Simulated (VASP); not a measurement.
# BeTe (F-43m) in VASP: a series of runs, part 2 of 2

VASP 6.6.1. The steps go on from the part before.

## Step 4: Single point, PBE

This run uses another cell than the first one, of 22.95 Å³/atom, 1.052 times its volume.

Input file INCAR:

```
SYSTEM = BeTe
PREC     = Accurate       ! precision mode
ENCUT    = 600            ! plane-wave cutoff, eV
EDIFF    = 1E-6           ! SCF threshold, eV
ISMEAR   = 0              ! smearing method
SIGMA    = 0.01           ! smearing width, eV
LREAL    = .FALSE.        ! projectors in reciprocal space
LASPH    = .TRUE.         ! aspherical terms in the spheres
NELM     = 120            ! most SCF steps
ALGO     = Normal         ! electronic algorithm
ISIF     = 2              ! what is computed and relaxed
LWAVE    = .FALSE.        ! write WAVECAR
LCHARG   = .FALSE.        ! write CHGCAR
GGA      = PE             ! functional
NBANDS   = 11             ! bands
GGA_COMPAT= .FALSE.
```

Input file KPOINTS:

```
regular mesh
0
G
  6 6 6
  0 0 0
```

Input file POSCAR:

```
BeTe
1.0
    0.0000000000      2.8419800234      2.8419800234
    2.8419800234      0.0000000000      2.8419800234
    2.8419800234      2.8419800234      0.0000000000
Be Te
1 1
Direct
    0.0000000000      0.0000000000      0.0000000000
    0.2500000000      0.2500000000      0.2500000000
```

Potentials or basis: VASP PAW PBE potentials, release 64 (Be, Te).

Launch:

```
$ cat potpaw_PBE.64/Be/POTCAR potpaw_PBE.64/Te/POTCAR > POTCAR
$ mpirun -np 1 vasp_std > vasp.out
```

OUTCAR:

```text
SYSTEM = BeTe
   PREC = Accurate
   ENCUT = 600
   EDIFF = 1E-6
   ISMEAR = 0
   LREAL = .FALSE.
   LASPH = .TRUE.
   NELM = 120
   ISIF = 2
   GGA = PE

 ion  position               nearest neighbor table
   1  0.000  0.000  0.000-   2 2.46   2 2.46   2 2.46   2 2.46
   2  0.250  0.250  0.250-   1 2.46   1 2.46   1 2.46   1 2.46

  LATTYP: Found a face centered cubic cell.
 ALAT       =     5.6839600468

  Lattice vectors:

 A1 = (   0.0000000000,   2.8419800234,   2.8419800234)
 A2 = (   2.8419800234,   0.0000000000,   2.8419800234)
 A3 = (   2.8419800234,   2.8419800234,   0.0000000000)

Analysis of symmetry for initial positions (statically):
=====================================================================
 Subroutine PRICEL returns:
 Original cell was already a primitive cell.

 Routine SETGRP: Setting up the symmetry group for a
 face centered cubic supercell.

 Subroutine GETGRP returns: Found 24 space group operations
 (whereof 24 operations were pure point group operations)
 out of a pool of 48 trial point group operations.

The static configuration has the point symmetry T_d .

Analysis of symmetry for dynamics (positions and initial velocities):
=====================================================================
 Subroutine PRICEL returns:
 Original cell was already a primitive cell.

 Routine SETGRP: Setting up the symmetry group for a
 face centered cubic supercell.

 Subroutine GETGRP returns: Found 24 space group operations
 (whereof 24 operations were pure point group operations)
 out of a pool of 48 trial point group operations.

The dynamic configuration has the point symmetry T_d .

 Subroutine INISYM returns: Found 24 space group operations
 (whereof 24 operations are pure point group operations),
 and found     1 'primitive' translations

----------------------------------------------------------------------------------------

                                     Primitive cell

[... 106 lines left out ...]
   GGA     = PE    functional components
   LHFCALC =     F    Hartree Fock is set to
   AEXX    =    0.0000 exact exchange contribution
   IVDW    =     0    specifies the selected vdW correction
   LEPSILON=     F    determine dielectric tensor
   LRPA    =     F    only Hartree local field effects (RPA)
 non-spin polarized calculation
 Gauss-broadening in eV      SIGMA  =   0.01
  energy-cutoff  :      600.00
  volume of cell :       45.91
 maximum number of plane-waves:      1544
   NGX = 17   NGY = 17   NGZ = 17

 number of electron       8.0000000 magnetization

 Free energy of the ion-electron system (eV)
  ---------------------------------------------------
  ext. energy  EPLUGINS =         0.00000000
  ---------------------------------------------------
  free energy    TOTEN  =        -7.61850635 eV

  energy without entropy =       -7.61850635  energy(sigma->0) =       -7.61850635

 E-fermi :   4.8473     XC(G=0):  -8.9450

 val. band max:        4.7943880247   @ k =   0.0000   0.0000   0.0000
 cond. band min:       6.8331166928   @ k =   0.5000   0.5000   0.0000
 fundamental gap:      2.0387286680
 Fermi energy:         4.8473083562

 k-point     1 :       0.0000    0.0000    0.0000
  band No.  band energies     occupation
      1      -7.3240      2.00000
      2       4.7944      2.00000
      3       4.7944      2.00000
      4       4.7944      2.00000
      5       8.4163      0.00000
      6       8.4246      0.00000
      7       8.4246      0.00000
      8       8.4246      0.00000
      9      13.0686      0.00000
     10      14.9803      0.00000
     11      14.9803      0.00000
[... 197 lines left out ...]
 k-point    16 :      -0.3333    0.5000    0.1667
  band No.  band energies     occupation
      1      -5.5590      2.00000
      2       0.1436      2.00000
      3       1.5379      2.00000
      4       1.8340      2.00000
      5       8.5197      0.00000
      6       9.0664      0.00000
      7      12.0375      0.00000
      8      12.3035      0.00000
      9      15.5754      0.00000
     10      16.3641      0.00000
     11      17.5060      0.00000

------------------------ aborting loop because EDIFF is reached ----------------------------------------

  FORCE on cell =-STRESS in cart. coord.  units (eV):
  Direction    XX          YY          ZZ          XY          YZ          ZX
  --------------------------------------------------------------------------------------
  -------------------------------------------------------------------------------------
  Total       -0.1207735     -0.1207735     -0.1207735      0.0000000      0.0000000     -0.0000000
  in kB       -4.2149172     -4.2149172     -4.2149172      0.0000000      0.0000000     -0.0000000
  external PRESSURE =      -4.2149172 kB  Pullay stress =       0.0000000 kB

 VOLUME and BASIS-vectors are now :
 -----------------------------------------------------------------------------
  energy-cutoff  :      600.00
  volume of cell :       45.91
      direct lattice vectors                 reciprocal lattice vectors
     0.000000000  2.841980023  2.841980023    -0.175933679  0.175933679  0.175933679
     2.841980023  0.000000000  2.841980023     0.175933679 -0.175933679  0.175933679
     2.841980023  2.841980023  0.000000000     0.175933679  0.175933679 -0.175933679

 POSITION                                       TOTAL-FORCE (eV/Angst)
 -----------------------------------------------------------------------------------
      0.00000      0.00000      0.00000        -0.000000     -0.000000     -0.000000
      1.42099      1.42099      1.42099         0.000000      0.000000      0.000000
 -----------------------------------------------------------------------------------
    total drift:                                0.000000      0.000000      0.000000

  FREE ENERGIE OF THE ION-ELECTRON SYSTEM (eV)
  ---------------------------------------------------
  free  energy   TOTEN  =        -7.6185063534 eV

  energy  without entropy=       -7.6185063534  energy(sigma->0) =       -7.61850635
```

OSZICAR:

```text
N       E                     dE             d eps       ncg     rms          rms(c)
DAV:   1     0.229464673331E+02    0.22946E+02   -0.34707E+03   352   0.655E+02
DAV:   2    -0.633663487303E+01   -0.29283E+02   -0.28083E+02   433   0.995E+01
DAV:   3    -0.771731876866E+01   -0.13807E+01   -0.13780E+01   476   0.233E+01
DAV:   4    -0.773119685813E+01   -0.13878E-01   -0.13876E-01   418   0.247E+00
DAV:   5    -0.773151849285E+01   -0.32163E-03   -0.32163E-03   453   0.388E-01    0.395E+00
DAV:   6    -0.764423520745E+01    0.87283E-01   -0.99494E-02   415   0.128E+00    0.238E+00
DAV:   7    -0.761743211142E+01    0.26803E-01   -0.90668E-02   400   0.133E+00    0.433E-01
DAV:   8    -0.761818980063E+01   -0.75769E-03   -0.56728E-03   397   0.434E-01    0.709E-02
DAV:   9    -0.761843836271E+01   -0.24856E-03   -0.31303E-04   431   0.104E-01    0.280E-02
DAV:  10    -0.761850144485E+01   -0.63082E-04   -0.77279E-05   385   0.452E-02    0.139E-02
DAV:  11    -0.761850433840E+01   -0.28935E-05   -0.28365E-06   466   0.100E-02    0.871E-03
DAV:  12    -0.761850629783E+01   -0.19594E-05   -0.41897E-06   382   0.116E-02    0.451E-03
DAV:  13    -0.761850635340E+01   -0.55571E-07   -0.27358E-08   256   0.126E-03
   1 F= -.76185064E+01 E0= -.76185064E+01  d E =-.538761E-16
```

It took 5.3 s on 1 thread of Intel Xeon 6975P-C (Granite Rapids), shared host; peak memory 0.17 GiB.

What came out:

| Property | Result |
| --- | --- |
| Free energy | -7.6185 eV |
| Pressure | -0.4 GPa |
| Band gap on the k mesh | 2.04 eV, indirect (least direct gap 3.62 eV) |

Caveat: spin-orbit coupling is left out, which moves the levels of the heavy elements.

## Step 5: The runs side by side

```csv
cell,gap on the mesh (eV),pressure (GPa)
"a = 3.952 Å, angles 60.0°, 2 atoms",1.91,2.7
"a = 3.986 Å, angles 60.0°, 2 atoms",1.98,1.0
"a = 4.019 Å, angles 60.0°, 2 atoms",2.04,-0.4
```

Alike in all rows: task single point; level PBE; potentials or basis VASP PAW PBE potentials, release 64 (Be, Te); no spin polarisation; k mesh 6 × 6 × 6; cutoff (eV) 600; smearing gaussian 0.01 eV.

Caveats: spin-orbit coupling is left out, which moves the levels of the heavy elements.

Absolute energies hang on the potentials; compare differences alone.
